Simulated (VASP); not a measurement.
# Si (I4_1/amd) in VASP: further runs, part 2 of 2

VASP 6.6.1.

## 4. Single point, PBE (19.23 Å³/atom)

This run uses another cell than the first one, of 19.23 Å³/atom.

INCAR reads:

```
SYSTEM = Si
ALGO = Normal ; EDIFF = 1E-7
ENCUT = 520 ; GGA = PE
ISIF = 2 ; ISMEAR = 0
LASPH = .TRUE. ; LCHARG = .TRUE.
LELF = .TRUE. ; LREAL = .FALSE.
LVHAR = .TRUE. ; LWAVE = .FALSE.
NBANDS = 16 ; NELM = 100
PREC = Accurate ; SIGMA = 0.02
```

KPOINTS reads:

```
k-points
0
G
  8 8 4
  0 0 0
```

POSCAR reads:

```
Si
1.0
    3.1355339244     -1.8946218154      0.9669973121
    3.1355339244      1.8946218154      0.9669973121
    0.2660524219      0.0000000000      6.5570919783
Si
4
Direct
    0.0625006498      0.5625006498      0.8124996195
    0.4374993502      0.9374993502      0.6875003805
    0.9374993502      0.4374993502      0.1875003805
    0.5625006498      0.0625006498      0.3124996195
```

Potentials or basis: VASP PAW PBE potentials, release 64 (Si).

Run with:

```
> cat potpaw_PBE.64/Si/POTCAR > POTCAR
> mpirun -np 1 vasp_std > vasp.out
```

OUTCAR:

```text
SYSTEM = Si
   EDIFF = 1E-7
   ENCUT = 520
   GGA = PE
   ISIF = 2
   ISMEAR = 0
   LASPH = .TRUE.
   LREAL = .FALSE.
   NELM = 100
   PREC = Accurate

 ion  position               nearest neighbor table
   1  0.063  0.563  0.812-   2 2.32   3 2.32   2 2.32   2 2.32
   2  0.437  0.937  0.688-   1 2.32   4 2.32   1 2.32   1 2.32
   3  0.937  0.437  0.188-   4 2.32   1 2.32   4 2.32   4 2.32
   4  0.563  0.063  0.312-   3 2.32   2 2.32   3 2.32   3 2.32

  LATTYP: Found a base centered monoclinic cell.
 ALAT       =     6.5625168320
 B/A-ratio  =     0.5774070723
 C/A-ratio  =     0.9999954946
 COS(beta)  =    -0.3332018089

  Lattice vectors:

 A1 = (  -3.1355339244,   1.8946218154,  -0.9669973121)
 A2 = (  -3.1355339244,  -1.8946218154,  -0.9669973121)
 A3 = (   0.2660524219,   0.0000000000,   6.5570919783)

Analysis of symmetry for initial positions (statically):
=====================================================================
 Subroutine PRICEL returns following result:

  LATTYP: Found a body centered tetragonal cell.
 ALAT       =     3.7892436308
 C/A-ratio  =     1.4140015059

  Lattice vectors:

 A1 = (  -3.1355339244,  -1.8946218154,  -0.9669973121)
 A2 = (  -0.1330262109,   1.8946218154,  -3.2785459891)
 A3 = (   3.1355339244,  -1.8946218154,   0.9669973121)

   2 primitive cells build up your supercell.

 Routine SETGRP: Setting up the symmetry group for a
 base centered monoclinic supercell.

 Subroutine GETGRP returns: Found  4 space group operations
 (whereof  2 operations were pure point group operations)
 out of a pool of  4 trial point group operations.

The static configuration has the point symmetry S_2 .
 The point group associated with its full space group is C_2h.

Analysis of symmetry for dynamics (positions and initial velocities):
=====================================================================
 Subroutine PRICEL returns following result:

  LATTYP: Found a body centered tetragonal cell.
 ALAT       =     3.7892436308
 C/A-ratio  =     1.4140015059

  Lattice vectors:

 A1 = (  -3.1355339244,  -1.8946218154,  -0.9669973121)
 A2 = (  -0.1330262109,   1.8946218154,  -3.2785459891)
 A3 = (   3.1355339244,  -1.8946218154,   0.9669973121)

   2 primitive cells build up your supercell.

 Routine SETGRP: Setting up the symmetry group for a
 base centered monoclinic supercell.

 Subroutine GETGRP returns: Found  4 space group operations
 (whereof  2 operations were pure point group operations)
 out of a pool of  4 trial point group operations.

The dynamic configuration has the point symmetry S_2 .
 The point group associated with its full space group is C_2h.

 Subroutine INISYM returns: Found  4 space group operations
 (whereof  2 operations are pure point group operations),
 and found     2 'primitive' translations

----------------------------------------------------------------------------------------

                                     Primitive cell

  volume of cell :      38.4660

[... 38 lines left out ...]
 Subroutine IBZKPT returns following result:
 ===========================================

 Found     78 irreducible k-points:

 Following reciprocal coordinates:
            Coordinates               Weight
  0.000000  0.000000  0.000000      1.000000
  0.125000  0.000000 -0.000000      4.000000
  0.250000  0.000000 -0.000000      4.000000
  0.375000 -0.000000  0.000000      4.000000
  0.500000  0.000000 -0.000000      2.000000
  0.125000  0.125000  0.000000      2.000000
[... 16 lines left out ...]
  0.125000  0.000000  0.250000      4.000000
  0.250000  0.000000  0.250000      4.000000
 [... further k-points ...]
   k-points           NKPTS =     78   k-points in BZ     NKDIM =     78   number of bands    NBANDS=     16
   number of dos      NEDOS =    301   number of ions     NIONS =      4
   total plane-waves  NPLWV =  39200
   dimension x,y,z NGX =    28 NGY =   28 NGZ =   50
   dimension x,y,z NGXF=    56 NGYF=   56 NGZF=  100
   ions per type =               4
   NGX,Y,Z   is equivalent  to a cutoff of  12.29, 12.29, 12.67 a.u.
   NGXF,Y,Z  is equivalent  to a cutoff of  24.57, 24.57, 25.33 a.u.
 SYSTEM =  Si
   PREC   = accura    normal or accurate (medium, high low for compatibility)
   ISTART =      0    job   : 0-new  1-cont  2-samecut
   ICHARG =      2    charge: 1-file 2-atom 10-const
   ISPIN  =      1    spin polarized calculation?
   LNONCOLLINEAR =      F non collinear calculations
   LSORBIT =      F    spin-orbit coupling
   LASPH  =      T    aspherical Exc in radial PAW
   ENCUT  =  520.0 eV  38.22 Ry    6.18 a.u.   7.04  7.04 12.20*2*pi/ulx,y,z
   NELM   =    100;   NELMIN=  2; NELMDL= -5     # of ELM steps
   EDIFF  = 0.1E-06   stopping-criterion for ELM
   LREAL  =      F    real-space projection
   EDIFFG = 0.1E-05   stopping-criterion for IOM
   NSW    =      0    number of steps for IOM
   IBRION =     -1    ionic relax: 0-MD 1-quasi-New 2-CG
   NFREE  =      0    steps in history (QN), initial steepest desc. (CG)
   ISIF   =      2    stress and relaxation
   ISYM   =      2    0-nonsym 1-usesym 2-fastsym
   POTIM  = 0.5000    time-step for ionic-motion
   TEBEG  =    0.0;   TEEND  =   0.0 temperature during run
   PSTRESS=    0.0 pullay stress
   NELECT =      16.0000    total number of electrons
   NUPDOWN=      -1.0000    fix difference up-down
   EMIN   =  10.00;   EMAX   =-10.00  energy-range for DOS
   EFERMI =   0.00;   METHOD = LEGACY
   ISMEAR =     0;   SIGMA  =   0.02  broadening in eV -4-tet -1-fermi 0-gaus
   EFERMI_NEDOS =   21; number of points for ismear=-14 and -15
   IALGO  =     38    algorithm
   IMIX   =      4    mixing-type and parameters
     AMIX     =   0.40;   BMIX     =  1.00
     AMIX_MAG =   1.60;   BMIX_MAG =  1.00
  volume/ion in A,a.u.               =      19.23       129.79
  Fermi-wavevector in a.u.,A,eV,Ry     =   0.969942  1.832925 12.800202  0.940788
  Thomas-Fermi vector in A             =   2.100037
   LORBIT       =      0    0 simple, 1 ext, 2 COOP (PROOUT), +10 PAW based schemes
   GGA     = PE    functional components
   LHFCALC =     F    Hartree Fock is set to
   AEXX    =    0.0000 exact exchange contribution
   IVDW    =     0    specifies the selected vdW correction
   LEPSILON=     F    determine dielectric tensor
   LRPA    =     F    only Hartree local field effects (RPA)
 non-spin polarized calculation
 Gauss-broadening in eV      SIGMA  =   0.02
  energy-cutoff  :      520.00
  volume of cell :       76.93
 maximum number of plane-waves:      2093
   NGX = 15   NGY = 15   NGZ = 25

 number of electron      16.0000001 magnetization

 Free energy of the ion-electron system (eV)
  ---------------------------------------------------
  ext. energy  EPLUGINS =         0.00000000
  ---------------------------------------------------
  free energy    TOTEN  =       -21.60665418 eV

  energy without entropy =      -21.60665418  energy(sigma->0) =      -21.60665418

 E-fermi :   6.3643     XC(G=0):  -9.5666

 val. band max:        6.2410131546   @ k =   0.0000   0.0000   0.0000
 cond. band min:       6.7868991093   @ k =  -0.3750  -0.3750   0.2500
 fundamental gap:      0.5458859546
 Fermi energy:         6.3642637104

 k-point     1 :       0.0000    0.0000    0.0000
  band No.  band energies     occupation
      1      -5.9984      2.00000
      2      -3.5634      2.00000
      3      -0.9194      2.00000
      4       5.0074      2.00000
      5       5.0089      2.00000
      6       6.2398      2.00000
[... 433 lines left out ...]
      3      -0.2511      2.00000
      4       2.2383      2.00000
      5       2.5758      2.00000
      6       3.9552      2.00000
[... 8 lines left out ...]
     15      12.2379      0.00000
     16      13.4616      0.00000

 [... further k-points ...]

------------------------ aborting loop because EDIFF is reached ----------------------------------------

  FORCE on cell =-STRESS in cart. coord.  units (eV):
  Direction    XX          YY          ZZ          XY          YZ          ZX
  --------------------------------------------------------------------------------------
  -------------------------------------------------------------------------------------
  Total        2.9781207      2.9771046      2.9554733      0.0000000      0.0000000      0.0108644
  in kB       62.0220741     62.0009128     61.5504207      0.0000000      0.0000000      0.2262610
  external PRESSURE =      61.8578025 kB  Pullay stress =       0.0000000 kB

 VOLUME and BASIS-vectors are now :
 -----------------------------------------------------------------------------
  energy-cutoff  :      520.00
  volume of cell :       76.93
      direct lattice vectors                 reciprocal lattice vectors
     3.135533924 -1.894621815  0.966997312     0.161483152 -0.263904910 -0.006552140
     3.135533924  1.894621815  0.966997312     0.161483152  0.263904910 -0.006552140
     0.266052422  0.000000000  6.557091978    -0.047628972  0.000000000  0.154439164

 POSITION                                       TOTAL-FORCE (eV/Angst)
 -----------------------------------------------------------------------------------
      2.17588      0.94731      5.93201         0.000746      0.000000     -0.000166
      4.49427      0.94731      5.83762        -0.000746      0.000000      0.000166
      4.36124     -0.94731      2.55908        -0.000746      0.000000      0.000166
      2.04285     -0.94731      2.65346         0.000746      0.000000     -0.000166
 -----------------------------------------------------------------------------------
    total drift:                               -0.000000     -0.000000     -0.000000

  FREE ENERGIE OF THE ION-ELECTRON SYSTEM (eV)
  ---------------------------------------------------
  free  energy   TOTEN  =       -21.6066541794 eV

  energy  without entropy=      -21.6066541794  energy(sigma->0) =      -21.60665418
```

OSZICAR:

```text
N       E                     dE             d eps       ncg     rms          rms(c)
DAV:   1     0.262950073943E+02    0.26295E+02   -0.60227E+03  2496   0.825E+02
DAV:   2    -0.202013473659E+02   -0.46496E+02   -0.41935E+02  3488   0.122E+02
DAV:   3    -0.219968725575E+02   -0.17955E+01   -0.17830E+01  3272   0.224E+01
DAV:   4    -0.220165634261E+02   -0.19691E-01   -0.19687E-01  3208   0.304E+00
DAV:   5    -0.220168891041E+02   -0.32568E-03   -0.32562E-03  3384   0.366E-01    0.728E+00
DAV:   6    -0.217305286488E+02    0.28636E+00   -0.11932E-01  2896   0.164E+00    0.446E+00
DAV:   7    -0.216042494759E+02    0.12628E+00   -0.24837E-01  3048   0.247E+00    0.282E-01
DAV:   8    -0.216061009555E+02   -0.18515E-02   -0.17127E-02  3080   0.660E-01    0.105E-01
DAV:   9    -0.216065650932E+02   -0.46414E-03   -0.62240E-04  3256   0.148E-01    0.803E-02
DAV:  10    -0.216066539823E+02   -0.88889E-04   -0.10746E-04  3104   0.541E-02    0.170E-02
DAV:  11    -0.216066538232E+02    0.15917E-06   -0.28578E-06  3312   0.101E-02    0.408E-03
DAV:  12    -0.216066543692E+02   -0.54600E-06   -0.88725E-07  3072   0.552E-03    0.125E-03
DAV:  13    -0.216066541538E+02    0.21534E-06   -0.82899E-08  2640   0.153E-03    0.502E-04
DAV:  14    -0.216066541794E+02   -0.25583E-07   -0.45129E-09  1984   0.481E-04
   1 F= -.21606654E+02 E0= -.21606654E+02  d E =-.286519E-20
```

stdout:

```text
POSCAR found type information on POSCAR Si
 POSCAR found :  1 types and       4 ions
 scaLAPACK will be used
 LDA part: xc-table for (Slater+PW92), standard interpolation
 POSCAR, INCAR and KPOINTS ok, starting setup
 FFT: planning ... GRIDC
 FFT: planning ... GRID_SOFT
 FFT: planning ... GRID
 WAVECAR not read
 entering main loop
```

It took 2 min on 1 thread of Intel Xeon 8259CL, shared host; peak memory 0.22 GiB.

What came out:

```yaml
Free_energy: -21.6067 eV
Pressure: 6.2 GPa
Band_gap_on_the_k_mesh: 0.55 eV
```

Caveat: the cell stands under pressure. A k mesh can miss the band edges.

## 5. Single point, PBE (19.85 Å³/atom)

This run uses another cell than the first one, of 19.85 Å³/atom.

INCAR reads:

```
SYSTEM = Si
ALGO = Normal
EDIFF = 1E-6
ENCUT = 520
GGA = PE
ISIF = 2
ISMEAR = 0
LASPH = .True.
LCHARG = .True.
LELF = .True.
LREAL = .False.
LVHAR = .True.
LWAVE = .False.
NBANDS = 16
NELM = 80
PREC = Accurate
SIGMA = 0.02
```

KPOINTS reads:

```
k-points
0
Gamma
  8 8 4
  0 0 0
```

POSCAR reads:

```
Si
1.0
    3.1685419703     -1.9145666686      0.9771769792
    3.1685419703      1.9145666686      0.9771769792
    0.2688531795      0.0000000000      6.6261190717
Si
4
Direct
    0.0625006497      0.5625006497      0.8124996195
    0.4374993502      0.9374993502      0.6875003805
    0.9374993502      0.4374993502      0.1875003805
    0.5625006498      0.0625006498      0.3124996195
```

Potentials or basis: VASP PAW PBE potentials, release 64 (Si).

Run with:

```
> cat potpaw_PBE.64/Si/POTCAR > POTCAR
> mpirun -np 1 vasp_std > vasp.out
```

OUTCAR:

```text
SYSTEM = Si
   EDIFF = 1E-6
   ENCUT = 520
   GGA = PE
   ISIF = 2
   ISMEAR = 0
   LASPH = .True.
   LREAL = .False.
   NELM = 80
   PREC = Accurate

 ion  position               nearest neighbor table
   1  0.063  0.563  0.812-   2 2.34   3 2.34   2 2.34   2 2.34
   2  0.437  0.937  0.688-   1 2.34   4 2.34   1 2.34   1 2.34
   3  0.937  0.437  0.188-   4 2.34   1 2.34   4 2.34   4 2.34
   4  0.563  0.063  0.312-   3 2.34   2 2.34   3 2.34   3 2.34

[... 677 lines left out ...]
  FORCE on cell =-STRESS in cart. coord.  units (eV):
  Direction    XX          YY          ZZ          XY          YZ          ZX
  --------------------------------------------------------------------------------------
  -------------------------------------------------------------------------------------
  Total        1.3998190      1.3985231      1.3796505      0.0000000      0.0000000      0.0104373
  in kB       28.2508799     28.2247276     27.8438448      0.0000000      0.0000000      0.2106435
  external PRESSURE =      28.1064841 kB  Pullay stress =       0.0000000 kB

 VOLUME and BASIS-vectors are now :
 -----------------------------------------------------------------------------
  energy-cutoff  :      520.00
  volume of cell :       79.39
      direct lattice vectors                 reciprocal lattice vectors
     3.168541970 -1.914566669  0.977176979     0.159800914 -0.261155701 -0.006483883
     3.168541970  1.914566669  0.977176979     0.159800914  0.261155701 -0.006483883
     0.268853179  0.000000000  6.626119072    -0.047132800  0.000000000  0.152830306

 POSITION                                       TOTAL-FORCE (eV/Angst)
 -----------------------------------------------------------------------------------
      2.19879      0.95728      5.99446         0.000839      0.000000     -0.000127
      4.54158      0.95728      5.89908        -0.000839      0.000000      0.000127
      4.40715     -0.95728      2.58602        -0.000839      0.000000      0.000127
      2.06436     -0.95728      2.68140         0.000839      0.000000     -0.000127
 -----------------------------------------------------------------------------------
    total drift:                                0.000000      0.000000      0.000000

  FREE ENERGIE OF THE ION-ELECTRON SYSTEM (eV)
  ---------------------------------------------------
  free  energy   TOTEN  =       -21.6749978816 eV

  energy  without entropy=      -21.6749978816  energy(sigma->0) =      -21.67499788
```

Run time: 81 s. Hardware: 1 thread of Intel Xeon 8259CL, shared host; peak memory 0.22 GiB.

Results:

| Item | Value |
| --- | --- |
| Free energy | -21.6750 eV |
| Pressure | 2.8 GPa |
| Band gap on the k mesh | 0.60 eV |

A k mesh can miss the band edges.

## 6. The runs side by side

```tsv
cell	gap on the mesh (eV)	pressure (GPa)
a = 3.707, b = 3.707, c = 6.420 Å, angles 73.2, 73.2, 60.0°, 4 atoms	0.42	14.8
a = 3.748, b = 3.748, c = 6.492 Å, angles 73.2, 73.2, 60.0°, 4 atoms	0.49	10.1
a = 3.789, b = 3.789, c = 6.562 Å, angles 73.2, 73.2, 60.0°, 4 atoms	0.55	6.2
a = 3.829, b = 3.829, c = 6.632 Å, angles 73.2, 73.2, 60.0°, 4 atoms	0.60	2.8
```

Alike in all rows: task single point; level PBE; potentials or basis VASP PAW PBE potentials, release 64 (Si); no spin polarisation; k mesh 8 × 8 × 4; cutoff (eV) 520; smearing gaussian 0.02 eV.

Caveats: the cell stands under pressure (at least some runs).

Total energies depend on the potentials used, so only differences within one code and one set of settings carry meaning.
